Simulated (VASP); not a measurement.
Here is a VASP 6.6.1 calculation.

Contents of POSCAR:

```
Li
1.0
    3.0980832971      0.0000000000      0.0000000000
   -1.5490416485      2.6830188383      0.0000000000
    0.0000000000      0.0000000000      5.0530177204
Li
2
Direct
    0.3333333333      0.6666666667      0.2500000000
    0.6666666667      0.3333333333      0.7500000000
```

Contents of INCAR.step1:

```
SYSTEM = Li
  PREC = Accurate
  ENCUT = 520
  ISMEAR = -1
  SIGMA = 0.1
  LREAL = .FALSE.
  LASPH = .TRUE.
  NELM = 60
  NBANDS = 10
  GGA = PE
  ALGO = Normal
  EDIFF = 1E-4
  LWAVE = .TRUE.
  LCHARG = .FALSE.
```

The input INCAR.step2:

```
SYSTEM = Li
  PREC = Accurate
  ENCUT = 520
  EDIFF = 1E-6
  ISMEAR = -1
  SIGMA = 0.1
  LREAL = .FALSE.
  LASPH = .TRUE.
  NELM = 60
  ALGO = Normal
  ISIF = 2
  LWAVE = .FALSE.
  LCHARG = .TRUE.
  METAGGA = R2SCAN
  LMIXTAU = .TRUE.
  LELF = .TRUE.
  LVHAR = .TRUE.
  NBANDS = 10
  ISTART = 1
```

KPOINTS

```
regular mesh
0
G
  19 19 10
  0 0 0
```

Potentials or basis: VASP PAW PBE potentials, release 64 (Li_sv).

The run is started by

```sh
$ cat potpaw_PBE.64/Li_sv/POTCAR > POTCAR
$ cp INCAR.step1 INCAR
$ mpirun -np 1 vasp_std > vasp.out
$ cp INCAR.step2 INCAR
$ mpirun -np 1 vasp_std > vasp.out
```

**Question.** Estimate the band gap on the k mesh.

**Answer.** Zero (bands 3 and 4 overlap by 4.72 eV).
